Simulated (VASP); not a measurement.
A run of VASP 6.6.1:

The input INCAR:

```
ALGO = Normal
EDIFF = 1E-7
ENCUT = 520
GGA = CA
ISIF = 2
ISMEAR = 0
LASPH = T
LCHARG = T
LELF = T
LREAL = F
LVHAR = T
LWAVE = F
NBANDS = 28
NELM = 80
PREC = Accurate
SIGMA = 0.05
```

KPOINTS

```
k-points
0
Gamma
  8 6 6
```

POSCAR

```
SnO
1.0
    3.6066303750      0.0000000000      0.0000000000
    0.0000000000      5.6741040000      0.0000000000
    0.0000000000      0.0000000000      4.2219700000
Sn O
2 2
Direct
    0.0000000000      0.2319090000      0.5131440000
    0.5000000000      0.7680910000      0.0131440000
    0.0000000000      0.8912500000      0.7368570000
    0.5000000000      0.1087500000      0.2368570000
```

Potentials or basis: VASP PAW LDA potentials, release 64 (Sn_d, O).

Command:

```sh
$ cat potpaw_LDA.64/Sn_d/POTCAR potpaw_LDA.64/O/POTCAR > POTCAR
$ mpirun -np 1 vasp_std > vasp.out
```

Hardware: 1 thread of Intel Xeon 8259CL, on a shared host.

Task: How long does it take, and how much memory?

Result: It took 3.8 min on 1 thread of Intel Xeon 8259CL, with other jobs on the host, peak memory 0.27 GiB. Counts: scf iterations 15, k points 80.
